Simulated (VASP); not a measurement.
The system is Al3C2.

```
Al C
1.0
     1.53580   -2.65822   -0.00691
    -4.53069   -2.61392   -0.00100
    -0.00644    1.75129   -6.78977
Al C
6 4
Direct
  0.48413 0.48929 0.01612
  0.97846 0.00607 0.00517
  0.65326 0.89515 0.30809
  0.15918 0.41595 0.33346
  0.88661 0.56894 0.68579
  0.36436 0.10325 0.66570
  0.36458 0.79759 0.82722
  0.90238 0.31723 0.80480
  0.11712 0.71924 0.17784
  0.58991 0.18728 0.17582
```

- Program: VASP 6.6.1
- Task: relaxation of cell and atoms
- Functional: PBE
- Potentials or basis: VASP PAW PBE potentials, release 64 (Al, C)
- Cutoff: 600 eV
- k mesh: 8 × 4 × 8
- Occupations: gaussian, width 0.2 eV
- Spin: no spin polarisation

At the start: pressure 14.8 GPa; volume 10.91 Å³/atom.

Where does the relaxation end?

Over 26 steps the energy falls by 235.7 meV/atom and the volume is 11.47 Å³/atom (+5.2 %); space group P1 (No. 1, to 0.1 Å) before, C2/m (No. 12, to 0.1 Å).

Step by step:
```tsv
step	energy change (eV)	largest force (eV/Å)	pressure (GPa)	volume (Å³)
1	0.0000	9.0681	14.84	109.09
2	-0.5546	3.1875	-9.93	125.55
3	-1.7429	1.6316	-2.34	115.96
4	-1.7517	1.6539	-1.88	115.64
5	-1.7573	1.6947	-1.04	115.07
6	-2.1330	0.9210	-1.03	114.76
7	-2.1860	0.7265	-0.39	114.59
8	-2.3049	0.4287	0.87	114.02
9	-2.3085	0.4598	1.19	113.91
10	-2.3407	0.2176	-0.69	115.23
11	-2.3408	0.2206	-0.77	115.28
12	-2.3491	0.1136	0.25	114.70
13	-2.3491	0.1144	0.26	114.69
14	-2.3512	0.0738	0.01	114.89
15	-2.3515	0.0708	-0.13	115.00
16	-2.3527	0.0516	-0.04	114.95
17	-2.3528	0.0560	0.01	114.92
18	-2.3536	0.0447	0.00	114.90
19	-2.3538	0.0580	0.00	114.88
20	-2.3545	0.0341	0.00	114.85
21	-2.3549	0.0671	0.01	114.82
22	-2.3555	0.0409	0.01	114.80
23	-2.3558	0.0492	0.03	114.78
24	-2.3563	0.0308	-0.03	114.80
25	-2.3564	0.0334	-0.06	114.81
26	-2.3567	0.0245	0.03	114.73
```

Final structure:
```xyz
10
Lattice="1.5621 -2.7136 -0.0154 -4.7098 -2.7264 0.0195 0.0482 1.7951 -6.7290" Properties=species:S:1:pos:R:3 pbc="T T T"
Al   -1.5282   -0.9245   -6.7253
Al   -3.1460   -5.4362    0.0028
Al   -3.1567   -3.6196   -2.1195
Al   -1.5826   -0.9020   -2.1155
Al   -1.5181   -2.7453   -4.6037
Al    0.0587   -0.0262   -4.6125
C    -3.0902   -1.8385   -5.4656
C     0.0459   -1.8357   -5.4843
C    -3.1460   -1.8116   -1.2406
C    -0.0080   -1.8054   -1.2580
```
